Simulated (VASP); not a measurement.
Set up this calculation in VASP 6.6.1, as the native input.

| Property | Result |
| --- | --- |
| Task | single point |
| Functional | PBE |
| Potentials or basis | VASP PAW PBE potentials, release 64 (Zr_sv) |
| Cutoff | 520 eV |
| k mesh | 11 × 6 × 14 |
| Occupations | gaussian, width 0.1 eV |
| Spin | no spin polarisation |
| Dipole correction | no |
| Further INCAR settings | ALGO = Fast; EDIFF = 1e-06; NBANDS = 19; ISYM = 0 |

The structure of Zr lies in POSCAR:

```
Zr
1.0
    3.2327898661      0.0000000000      0.0000000000
   -1.6163949330      5.8786051464      0.0000000000
    1.6163949330      1.3333431220      2.4617867206
Zr
2
Direct
    0.0833333333      0.7500000000      0.5833333333
    0.9166666667      0.2500000000      0.4166666667
```

These files were run (other wordings do the same):

INCAR

```
PREC     = Accurate       # precision mode
ENCUT    = 520            # plane-wave cutoff, eV
EDIFF    = 1E-6           # SCF threshold, eV
ISMEAR   = 0              # smearing method
SIGMA    = 0.1            # smearing width, eV
LREAL    = F              # projectors in reciprocal space
LASPH    = T              # aspherical terms in the spheres
NELM     = 100            # most SCF steps
ALGO     = Fast           # electronic algorithm
ISIF     = 2              # what is computed and relaxed
LWAVE    = F              # write WAVECAR
LCHARG   = T              # write CHGCAR
GGA      = PE             # functional
LELF     = T              # ELF
LVHAR    = T            
ISYM     = 0            
NBANDS   = 19             # bands
```

KPOINTS

```
regular mesh
0
Gamma
  11 6 14
```

Potentials or basis: VASP PAW PBE potentials, release 64 (Zr_sv).

The run is started by

```console
$ cat potpaw_PBE.64/Zr_sv/POTCAR > POTCAR
$ mpirun -np 1 vasp_std > vasp.out
```

It gave:

```json
{
  "Pressure": "0.0 GPa",
  "Largest force": "0.006 eV/Å",
  "Band gap on the k mesh": "zero (bands 12 and 13 overlap by 1.16 eV)"
}
```

Wall time 6.1 min on 1 thread of AMD EPYC 9R45 (Zen 5), with other jobs on the host, peak memory 0.4 GiB.
